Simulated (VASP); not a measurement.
Input of a VASP 6.6.1 run:

The input POSCAR:

```
Na
1.0
   -1.8882910800      1.8882910800      2.6372766800
    1.8882910800     -1.8882910800      2.6372766800
    1.8882910800      1.8882910800     -2.6372766800
Na
1
Direct
    0.0000000000      0.0000000000      0.0000000000
```

The input INCAR.step1:

```
PREC     = Accurate       # precision mode
ENCUT    = 520            # plane-wave cutoff, eV
ISMEAR   = 0              # smearing method
SIGMA    = 0.15           # smearing width, eV
LREAL    = False          # projectors in reciprocal space
LASPH    = True           # aspherical terms in the spheres
NELM     = 100            # most SCF steps
NBANDS   = 10             # bands
GGA      = PE             # functional
ALGO     = Normal         # electronic algorithm
EDIFF    = 1E-4           # SCF threshold, eV
LWAVE    = True           # write WAVECAR
LCHARG   = False          # write CHGCAR
```

File INCAR.step2:

```
PREC     = Accurate       # precision mode
ENCUT    = 520            # plane-wave cutoff, eV
EDIFF    = 1E-6           # SCF threshold, eV
ISMEAR   = 0              # smearing method
SIGMA    = 0.15           # smearing width, eV
LREAL    = False          # projectors in reciprocal space
LASPH    = True           # aspherical terms in the spheres
NELM     = 100            # most SCF steps
ALGO     = Normal         # electronic algorithm
ISIF     = 2              # what is computed and relaxed
LWAVE    = False          # write WAVECAR
LCHARG   = True           # write CHGCAR
METAGGA  = R2SCAN         # meta-GGA
LMIXTAU  = True         
LELF     = True           # ELF
LVHAR    = True         
NBANDS   = 10             # bands
ISTART   = 1
```

Contents of KPOINTS:

```
Automatic mesh
0
Gamma
  18 18 18
```

Potentials or basis: VASP PAW PBE potentials, release 64 (Na_pv).

The run is started by

```bash
$ cat potpaw_PBE.64/Na_pv/POTCAR > POTCAR
$ cp INCAR.step1 INCAR
$ mpirun -np 1 vasp_std > vasp.out
$ cp INCAR.step2 INCAR
$ mpirun -np 1 vasp_std > vasp.out
```

Q: What does it give for the pressure?

A: 0.0 GPa.

Caveat: the PAW data sets were made with another functional, which shifts forces and pressure a little.
